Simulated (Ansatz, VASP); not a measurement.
Two plane-wave programs on Sc

Contents of INCAR:

```
PREC = Accurate ; ENCUT = 520
EDIFF = 1E-6 ; ISMEAR = -1
SIGMA = 0.05 ; LREAL = False
LASPH = True ; NELM = 60
ALGO = Fast ; ISIF = 2
LWAVE = False ; LCHARG = True
GGA = PE ; LELF = True
LVHAR = True ; NBANDS = 30
```

File KPOINTS:

```
Automatic mesh
0
Gamma
  7 7 7
```

POSCAR

```
Sc
1.0
   -3.0880123167      3.0880123167      2.7062434742
    3.0880123167     -3.0880123167      2.7062434742
    3.0880123167      3.0880123167     -2.7062434742
Sc
4
Direct
    0.8374160000      0.6724090000      0.5004570000
    0.3344840000      0.8447640000      0.1771950000
    0.6586190000      0.1764760000      0.8316550000
    0.1690900000      0.3366930000      0.5049780000
```

input.yaml

```yaml
crystal:
  lattice:
    - [-3.0880123167, 3.0880123167, 2.7062434742]
    - [3.0880123167, -3.0880123167, 2.7062434742]
    - [3.0880123167, 3.0880123167, -2.7062434742]
  atoms:
    - { symbol: Sc, position: [0.837416, 0.672409, 0.500457] }
    - { symbol: Sc, position: [0.334484, 0.844764, 0.177195] }
    - { symbol: Sc, position: [0.658619, 0.176476, 0.831655] }
    - { symbol: Sc, position: [0.16909, 0.336693, 0.504978] }
hamiltonian:
  xc: pbe
  pseudopotentials: { kind: paw }
kpoints:
  mp_grid: { grid: [7, 7, 7] }
scf:
  occupations: { method: fermi_dirac, width: 0.05 }
output:
  forces: true
  stress: true
  eigenvalues: true
```

Change from the starting cell: atoms moved at random, drawn with an rms of 0.05 Å.

Alike in both runs: task single point; functional PBE; k mesh 7 × 7 × 7; occupations fermi-dirac, width 0.05 eV; no spin polarisation.

```csv
,VASP,Ansatz
version,VASP 6.6.1,Ansatz 0.2.0
potentials or method,"VASP PAW PBE potentials, release 64 (Sc_sv)",Ansatz PAW
plane-wave cutoff (eV),520,420
valence electrons in the cell,44,44
```

```csv
,VASP,Ansatz,Ansatz less VASP
gap on the k mesh at the Fermi level (eV),none,none,-
pressure (GPa),0.1,0.1,-0.04
"traceless stress, the component that is largest in VASP (GPa)",-0.16,-0.16,-0.003
rms of the force components (eV/Å),0.156,0.156,-0.0001
```

Atom by atom the forces differ by 0.002 eV/Å (rms over components). A gap of «none» marks a metal or a gap that the smearing closes.
